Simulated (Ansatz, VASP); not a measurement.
One calculation of HfO2, two programs

```
CELL_PARAMETERS angstrom
0.00000 2.55750 2.55750
2.55750 0.00000 2.55750
2.55750 2.55750 0.00000
ATOMIC_POSITIONS crystal
Hf 0.96579 0.03421 0.03421
O 0.25000 0.25000 0.25000
O 0.75000 0.75000 0.75000
```

Change from the starting cell: all Hf atoms moved +0.175 Å, as atom 1 along Cartesian [1 0 0].

Alike in both runs: task single point; functional r2SCAN; k mesh 8 × 8 × 8; occupations gaussian, width 0.05 eV; no spin polarisation.

|  | VASP | Ansatz |
| --- | --- | --- |
| version | VASP 6.6.1 | Ansatz 0.2.0 |
| potentials or method | VASP PAW PBE potentials, release 64 (Hf_pv, O), cutoff 520 eV | scalar-relativistic, plane waves, PAW |
| valence electrons in the cell | 22 | 38 |

|  | VASP | Ansatz | Ansatz less VASP |
| --- | --- | --- | --- |
| gap on the k mesh at the Fermi level (eV) | 4.23 | 4.24 | +0.014 |
| least direct gap on the mesh (eV) | 4.23 | 4.24 | +0.014 |
| pressure (GPa) | -8.9 | -5.3 | +3.56 |
| traceless stress, the component that is largest in VASP (GPa) | 0.38 | 0.28 | -0.097 |
| rms of the force components (eV/Å) | 0.345 | 0.377 | +0.0321 |

VASP's potentials were made for PBE, not for r2SCAN. Atom by atom the forces differ by 0.032 eV/Å (rms over components). VASP's potentials hold 22 valence electrons a cell and Ansatz's 38, so a difference there can come from the potentials and not from the codes.

Neither program's run includes spin-orbit coupling.
